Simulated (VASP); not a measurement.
A run of VASP 6.6.1 is set up as follows.

INCAR

```
SYSTEM = SbPb
ALGO = Normal
EDIFF = 1E-6
ENCUT = 520
GGA = CA
ISIF = 2
ISMEAR = 0
LASPH = .True.
LCHARG = .False.
LREAL = .False.
LWAVE = .False.
NBANDS = 16
NELM = 100
PREC = Accurate
SIGMA = 0.15
```

KPOINTS

```
k-points
0
Gamma
  14 14 14
  0 0 0
```

File POSCAR:

```
SbPb
1.0
    0.0000000000      3.1287645299      3.1287645299
    3.1287645299      0.0000000000      3.1287645299
    3.1287645299      3.1287645299      0.0000000000
Sb Pb
1 1
Direct
    0.5000000000      0.5000000000      0.5000000000
    0.0000000000      0.0000000000      0.0000000000
```

Potentials or basis: VASP PAW LDA potentials, release 64 (Sb, Pb_d).

Command:

```console
$ cat potpaw_LDA.64/Sb/POTCAR potpaw_LDA.64/Pb_d/POTCAR > POTCAR
$ mpirun -np 1 vasp_std > vasp.out
```

Estimate the pressure.

-1.3 GPa.
